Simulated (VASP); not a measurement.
# SnSe (Fm-3m) in VASP: notebook

Runs on SnSe. Level: PBEsol. Tasks: single point.

All numbers are computed with VASP 6.6.1; they aren't measurements. Logs are shortened: lines on timing, memory, paths and dates and some standing lists are left out, and cuts for length are marked.

## 1. The cell of the first run

It takes space group Fm-3m (No. 225, cubic). Conventional cell: a = 5.855 Å, b = 5.855 Å, c = 5.855 Å, α = 90.00°, β = 90.00°, γ = 90.00°. Sn (site symmetry m-3m) has 6 Se at 2.93 Å within 3.9 Å. Within 3.9 Å of Se (site symmetry m-3m) lie 6 Sn at 2.93 Å.

## 2. Single point, PBEsol

The input, INCAR:

```
SYSTEM = SnSe
ALGO = Normal
EDIFF = 1E-6
ENCUT = 520
GGA = PS
ISIF = 2
ISMEAR = 0
LASPH = .True.
LCHARG = .False.
LREAL = .False.
LWAVE = .False.
NBANDS = 17
NELM = 80
PREC = Accurate
SIGMA = 0.01
```

The input, KPOINTS:

```
k-points
0
Gamma
  5 5 5
  0 0 0
```

The input, POSCAR:

```
SnSe
1.0
    0.0000000000      2.9274923669      2.9274923669
    2.9274923669      0.0000000000      2.9274923669
    2.9274923669      2.9274923669      0.0000000000
Sn Se
1 1
Direct
    0.0000000000      0.0000000000      0.0000000000
    0.5000000000      0.5000000000      0.5000000000
```

Potentials or basis: VASP PAW PBE potentials, release 64 (Sn_d, Se).

Command:

```console
> cat potpaw_PBE.64/Sn_d/POTCAR potpaw_PBE.64/Se/POTCAR > POTCAR
> mpirun -np 1 vasp_std > vasp.out
```

OUTCAR:

```text
SYSTEM = SnSe
   EDIFF = 1E-6
   ENCUT = 520
   GGA = PS
   ISIF = 2
   ISMEAR = 0
   LASPH = .True.
   LREAL = .False.
   NELM = 80
   PREC = Accurate

 ion  position               nearest neighbor table
   1  0.000  0.000  0.000-   2 2.93   2 2.93   2 2.93   2 2.93   2 2.93   2 2.93
   2  0.500  0.500  0.500-   1 2.93   1 2.93   1 2.93   1 2.93   1 2.93   1 2.93

  LATTYP: Found a face centered cubic cell.
 ALAT       =     5.8549847338

  Lattice vectors:

 A1 = (   0.0000000000,   2.9274923669,   2.9274923669)
 A2 = (   2.9274923669,   0.0000000000,   2.9274923669)
 A3 = (   2.9274923669,   2.9274923669,   0.0000000000)

Analysis of symmetry for initial positions (statically):
=====================================================================
 Subroutine PRICEL returns:
 Original cell was already a primitive cell.

 Routine SETGRP: Setting up the symmetry group for a
 face centered cubic supercell.

 Subroutine GETGRP returns: Found 48 space group operations
 (whereof 48 operations were pure point group operations)
 out of a pool of 48 trial point group operations.

The static configuration has the point symmetry O_h .

Analysis of symmetry for dynamics (positions and initial velocities):
=====================================================================
 Subroutine PRICEL returns:
 Original cell was already a primitive cell.

 Routine SETGRP: Setting up the symmetry group for a
 face centered cubic supercell.

 Subroutine GETGRP returns: Found 48 space group operations
 (whereof 48 operations were pure point group operations)
 out of a pool of 48 trial point group operations.

The dynamic configuration has the point symmetry O_h .

 Subroutine INISYM returns: Found 48 space group operations
 (whereof 48 operations are pure point group operations),
 and found     1 'primitive' translations

----------------------------------------------------------------------------------------

                                     Primitive cell

  volume of cell :      50.1785

  direct lattice vectors                    reciprocal lattice vectors
     0.000000000  2.927492367  2.927492367    -0.170794638  0.170794638  0.170794638
     2.927492367  0.000000000  2.927492367     0.170794638 -0.170794638  0.170794638
     2.927492367  2.927492367  0.000000000     0.170794638  0.170794638 -0.170794638

  length of vectors
     4.140099409  4.140099409  4.140099409     0.295824991  0.295824991  0.295824991

  position of ions in fractional coordinates (direct lattice)
     0.000000000  0.000000000  0.000000000
     0.500000000  0.500000000  0.500000000

  ion indices of the primitive-cell ions
   primitive index   ion index
                 1           1
                 2           2

----------------------------------------------------------------------------------------

 KPOINTS: k-points

Automatic generation of k-mesh.
 Grid dimensions read from file:
 generate k-points for:    5    5    5

 Generating k-lattice:

  Cartesian coordinates                     Fractional coordinates (reciprocal lattice)
    -0.034158928  0.034158928  0.034158928     0.200000000  0.000000000  0.000000000
     0.034158928 -0.034158928  0.034158928     0.000000000  0.200000000  0.000000000
     0.034158928  0.034158928 -0.034158928     0.000000000  0.000000000  0.200000000

  Length of vectors
     0.059164998  0.059164998  0.059164998

  Shift w.r.t. Gamma in fractional coordinates (k-lattice)
     0.000000000  0.000000000  0.000000000

 Subroutine IBZKPT returns following result:
 ===========================================

 Found     10 irreducible k-points:

 Following reciprocal coordinates:
            Coordinates               Weight
  0.000000  0.000000  0.000000      1.000000
  0.200000  0.000000  0.000000      8.000000
  0.400000  0.000000  0.000000      8.000000
  0.200000  0.200000  0.000000      6.000000
  0.400000  0.200000  0.000000     24.000000
 -0.400000  0.200000  0.000000     24.000000
 -0.200000  0.200000  0.000000     12.000000
  0.400000  0.400000  0.000000      6.000000
 -0.400000  0.400000  0.000000     12.000000
 -0.400000  0.400000  0.200000     24.000000
   k-points           NKPTS =     10   k-points in BZ     NKDIM =     10   number of bands    NBANDS=     17
   number of dos      NEDOS =    301   number of ions     NIONS =      2
   total plane-waves  NPLWV =  32768
   dimension x,y,z NGX =    32 NGY =   32 NGZ =   32
   dimension x,y,z NGXF=    64 NGYF=   64 NGZF=   64
   ions per type =               1   1
   NGX,Y,Z   is equivalent  to a cutoff of  12.85, 12.85, 12.85 a.u.
   NGXF,Y,Z  is equivalent  to a cutoff of  25.70, 25.70, 25.70 a.u.
 SYSTEM =  SnSe
   PREC   = accura    normal or accurate (medium, high low for compatibility)
   ISTART =      0    job   : 0-new  1-cont  2-samecut
   ICHARG =      2    charge: 1-file 2-atom 10-const
   ISPIN  =      1    spin polarized calculation?
   LNONCOLLINEAR =      F non collinear calculations
   LSORBIT =      F    spin-orbit coupling
   LASPH  =      T    aspherical Exc in radial PAW
   ENCUT  =  520.0 eV  38.22 Ry    6.18 a.u.   7.70  7.70  7.70*2*pi/ulx,y,z
   NELM   =     80;   NELMIN=  2; NELMDL= -5     # of ELM steps
   EDIFF  = 0.1E-05   stopping-criterion for ELM
   LREAL  =      F    real-space projection
   EDIFFG = 0.1E-04   stopping-criterion for IOM
   NSW    =      0    number of steps for IOM
   IBRION =     -1    ionic relax: 0-MD 1-quasi-New 2-CG
   NFREE  =      0    steps in history (QN), initial steepest desc. (CG)
   ISIF   =      2    stress and relaxation
   ISYM   =      2    0-nonsym 1-usesym 2-fastsym
   POTIM  = 0.5000    time-step for ionic-motion
   TEBEG  =    0.0;   TEEND  =   0.0 temperature during run
   PSTRESS=    0.0 pullay stress
   NELECT =      20.0000    total number of electrons
   NUPDOWN=      -1.0000    fix difference up-down
   EMIN   =  10.00;   EMAX   =-10.00  energy-range for DOS
   EFERMI =   0.00;   METHOD = LEGACY
   ISMEAR =     0;   SIGMA  =   0.01  broadening in eV -4-tet -1-fermi 0-gaus
   EFERMI_NEDOS =   21; number of points for ismear=-14 and -15
   IALGO  =     38    algorithm
   IMIX   =      4    mixing-type and parameters
     AMIX     =   0.40;   BMIX     =  1.00
     AMIX_MAG =   1.60;   BMIX_MAG =  1.00
  volume/ion in A,a.u.               =      25.09       169.31
  Fermi-wavevector in a.u.,A,eV,Ry     =   1.204793  2.276728 19.749209  1.451526
  Thomas-Fermi vector in A             =   2.340508
   LORBIT       =      0    0 simple, 1 ext, 2 COOP (PROOUT), +10 PAW based schemes
   GGA     = PS    functional components
   LHFCALC =     F    Hartree Fock is set to
   AEXX    =    0.0000 exact exchange contribution
   IVDW    =     0    specifies the selected vdW correction
   LEPSILON=     F    determine dielectric tensor
   LRPA    =     F    only Hartree local field effects (RPA)
 non-spin polarized calculation
 Gauss-broadening in eV      SIGMA  =   0.01
  energy-cutoff  :      520.00
  volume of cell :       50.18
 maximum number of plane-waves:      1363
   NGX = 15   NGY = 15   NGZ = 15

 number of electron      19.9999993 magnetization

 Free energy of the ion-electron system (eV)
  ---------------------------------------------------
  ext. energy  EPLUGINS =         0.00000000
  ---------------------------------------------------
  free energy    TOTEN  =        -8.99539588 eV

  energy without entropy =       -8.99539588  energy(sigma->0) =       -8.99539588

 E-fermi :   6.5647     XC(G=0): -10.1622

 val. band max:        6.4797513601   @ k =  -0.2000   0.2000   0.0000
 cond. band min:       7.1618463406   @ k =  -0.2000   0.2000   0.0000
 fundamental gap:      0.6820949805
 Fermi energy:         6.5647022593

 k-point     1 :       0.0000    0.0000    0.0000
  band No.  band energies     occupation
      1     -15.1050      2.00000
      2     -15.1050      2.00000
      3     -15.1010      2.00000
      4     -15.1010      2.00000
      5     -15.1010      2.00000
      6      -8.0782      2.00000
[... 9 lines left out ...]
     16      12.1009      0.00000
     17      14.3286      0.00000

 k-point     2 :       0.2000    0.0000    0.0000
  band No.  band energies     occupation
      1     -15.1087      2.00000
      2     -15.1087      2.00000
      3     -15.0999      2.00000
      4     -15.0950      2.00000
      5     -15.0950      2.00000
      6      -7.7610      2.00000
[... 9 lines left out ...]
     16      13.0526      0.00000
     17      17.1019      0.00000

 k-point     3 :       0.4000    0.0000    0.0000
  band No.  band energies     occupation
      1     -15.1156      2.00000
      2     -15.1156      2.00000
      3     -15.0983      2.00000
      4     -15.0846      2.00000
      5     -15.0846      2.00000
      6      -7.0907      2.00000
[... 9 lines left out ...]
     16      15.4576      0.00000
     17      17.8808      0.00000

 k-point     4 :       0.2000    0.2000    0.0000
  band No.  band energies     occupation
      1     -15.1171      2.00000
      2     -15.1044      2.00000
      3     -15.1012      2.00000
      4     -15.0924      2.00000
      5     -15.0924      2.00000
      6      -7.6526      2.00000
[... 9 lines left out ...]
     16      14.6254      0.00000
     17      15.1742      0.00000

 k-point     5 :       0.4000    0.2000    0.0000
  band No.  band energies     occupation
      1     -15.1266      2.00000
      2     -15.1047      2.00000
      3     -15.1023      2.00000
      4     -15.0864      2.00000
      5     -15.0827      2.00000
      6      -7.0803      2.00000
[... 9 lines left out ...]
     16      16.5896      0.00000
     17      17.9193      0.00000

 k-point     6 :      -0.4000    0.2000    0.0000
  band No.  band energies     occupation
      1     -15.1243      2.00000
      2     -15.1109      2.00000
      3     -15.0945      2.00000
      4     -15.0872      2.00000
      5     -15.0828      2.00000
      6      -6.7929      2.00000
[... 9 lines left out ...]
     16      15.4211      0.00000
     17      18.4943      0.00000

 k-point     7 :      -0.2000    0.2000    0.0000
  band No.  band energies     occupation
      1     -15.1135      2.00000
      2     -15.1122      2.00000
      3     -15.0976      2.00000
      4     -15.0916      2.00000
      5     -15.0876      2.00000
      6      -7.3071      2.00000
[... 9 lines left out ...]
     16      16.0206      0.00000
     17      16.3964      0.00000

 k-point     8 :       0.4000    0.4000    0.0000
  band No.  band energies     occupation
      1     -15.1452      2.00000
      2     -15.1099      2.00000
      3     -15.0950      2.00000
      4     -15.0779      2.00000
      5     -15.0779      2.00000
      6      -6.7616      2.00000
[... 9 lines left out ...]
     16      18.3009      0.00000
     17      18.9078      0.00000

 k-point     9 :      -0.4000    0.4000    0.0000
  band No.  band energies     occupation
      1     -15.1428      2.00000
      2     -15.1046      2.00000
      3     -15.0993      2.00000
      4     -15.0800      2.00000
      5     -15.0776      2.00000
      6      -6.5681      2.00000
[... 9 lines left out ...]
     16      17.1300      0.00000
     17      18.9586      0.00000

 k-point    10 :      -0.4000    0.4000    0.2000
  band No.  band energies     occupation
      1     -15.1340      2.00000
      2     -15.1047      2.00000
      3     -15.0985      2.00000
      4     -15.0873      2.00000
      5     -15.0781      2.00000
      6      -6.6621      2.00000
[... 9 lines left out ...]
     16      17.8787      0.00000
     17      17.9562      0.00000

------------------------ aborting loop because EDIFF is reached ----------------------------------------

  FORCE on cell =-STRESS in cart. coord.  units (eV):
  Direction    XX          YY          ZZ          XY          YZ          ZX
  --------------------------------------------------------------------------------------
  -------------------------------------------------------------------------------------
  Total        0.8494638      0.8494638      0.8494638      0.0000000      0.0000000      0.0000000
  in kB       27.1230267     27.1230267     27.1230267      0.0000000      0.0000000      0.0000000
  external PRESSURE =      27.1230267 kB  Pullay stress =       0.0000000 kB

 VOLUME and BASIS-vectors are now :
 -----------------------------------------------------------------------------
  energy-cutoff  :      520.00
  volume of cell :       50.18
      direct lattice vectors                 reciprocal lattice vectors
     0.000000000  2.927492367  2.927492367    -0.170794638  0.170794638  0.170794638
     2.927492367  0.000000000  2.927492367     0.170794638 -0.170794638  0.170794638
     2.927492367  2.927492367  0.000000000     0.170794638  0.170794638 -0.170794638

 POSITION                                       TOTAL-FORCE (eV/Angst)
 -----------------------------------------------------------------------------------
      0.00000      0.00000      0.00000        -0.000000     -0.000000     -0.000000
      2.92749      2.92749      2.92749         0.000000      0.000000      0.000000
 -----------------------------------------------------------------------------------
    total drift:                                0.000000     -0.000000     -0.000000

  FREE ENERGIE OF THE ION-ELECTRON SYSTEM (eV)
  ---------------------------------------------------
  free  energy   TOTEN  =        -8.9953958787 eV

  energy  without entropy=       -8.9953958787  energy(sigma->0) =       -8.99539588
```

It took 6.6 s on 1 thread of AMD EPYC 9R45 (Zen 5), shared host; peak memory 0.14 GiB.

Results:

```yaml
Free_energy: -8.9954 eV
Pressure: 2.7 GPa
```

Caveat: this odd mesh misses L, where the gap lies, so gap, dielectric constants and Born charges aren't listed; the PAW data sets were made with another functional, which shifts forces and pressure a little; spin-orbit coupling is left out, which moves the levels of the heavy elements.

## 3. Single point, PBEsol

This run uses another cell than the first one, of 26.18 Å³/atom, 1.043 times its volume.

The input, INCAR:

```
SYSTEM = SnSe
  PREC = Accurate
  ENCUT = 520
  EDIFF = 1E-7
  ISMEAR = 0
  SIGMA = 0.01
  LREAL = .FALSE.
  LASPH = .TRUE.
  NELM = 100
  ALGO = Normal
  ISIF = 2
  LWAVE = .FALSE.
  LCHARG = .TRUE.
  GGA = PS
  LELF = .TRUE.
  LVHAR = .TRUE.
  NBANDS = 17
```

The input, KPOINTS:

```
regular mesh
0
G
  5 5 5
  0 0 0
```

The input, POSCAR:

```
SnSe
1.0
    0.0000000000      2.9693193375      2.9693193375
    2.9693193375      0.0000000000      2.9693193375
    2.9693193375      2.9693193375      0.0000000000
Sn Se
1 1
Direct
    0.0000000000      0.0000000000      0.0000000000
    0.5000000000      0.5000000000      0.5000000000
```

Potentials or basis: VASP PAW PBE potentials, release 64 (Sn_d, Se).

Command:

```console
> cat potpaw_PBE.64/Sn_d/POTCAR potpaw_PBE.64/Se/POTCAR > POTCAR
> mpirun -np 1 vasp_std > vasp.out
```

Run time: 7.4 s. Hardware: 1 thread of AMD EPYC 9R45 (Zen 5), shared host; peak memory 0.15 GiB.

It converged, with:

| Property | Result |
| --- | --- |
| Free energy | -9.0142 eV |
| Pressure | 0.0 GPa |

Levels at points of the mesh, in eV from the Fermi level:
| k point | band 7 | band 8 | band 9 | band 10 | band 11 | band 12 | band 13 | band 14 |
| --- | --- | --- | --- | --- | --- | --- | --- | --- |
| (0.00, 0.00, 0.00) | -5.03 | -2.35 | -2.35 | -2.35 | 4.39 | 4.39 | 4.39 | 5.70 |

Caveat: this odd mesh misses L, where the gap lies, so gap, dielectric constants and Born charges aren't listed; the PAW data sets were made with another functional, which shifts forces and pressure a little; spin-orbit coupling is left out, which moves the levels of the heavy elements.

(Continued in part 2 of 2.)
